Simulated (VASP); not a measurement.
NaCl: single point with PBE

NaCl:

```
Na Cl
1.0
     0.00000    2.80270    2.80270
     2.80270    0.00000    2.80270
     2.80270    2.80270    0.00000
Na Cl
1 1
Direct
  0.00000 0.00000 0.00000
  0.50000 0.50000 0.50000
```

```
Program             : VASP 6.6.1
Task                : single point
Functional          : PBE
Potentials or basis : VASP PAW PBE potentials, release 64 (Na_pv, Cl)
Cutoff              : 520 eV
k mesh              : 8 × 8 × 8
Occupations         : fermi-dirac, width 0.02 eV
Spin                : no spin polarisation
```

```yaml
Pressure: 1.2 GPa
Band_gap_on_the_k_mesh: 5.18 eV, direct
```

Levels at points of the mesh, in eV from the valence-band top:
```
           k point  band 5  band 6  band 7  band 8  band 9  band 10
(0.00, 0.00, 0.00)    0.00    0.00    0.00    5.18   11.14    11.14
(0.50, 0.00, 0.00)   -1.98   -0.27   -0.27    7.31   10.78    11.02
(0.50, 0.50, 0.00)   -1.71   -0.61   -0.61    7.59    8.06    11.45
```

Run time: 24 s on 1 thread of AMD EPYC 7R43 64-Core Processor (Zen 3), with other jobs on the host, peak memory 0.13 GiB.

A hybrid or GW would open this gap; PBE tends to underestimate it.
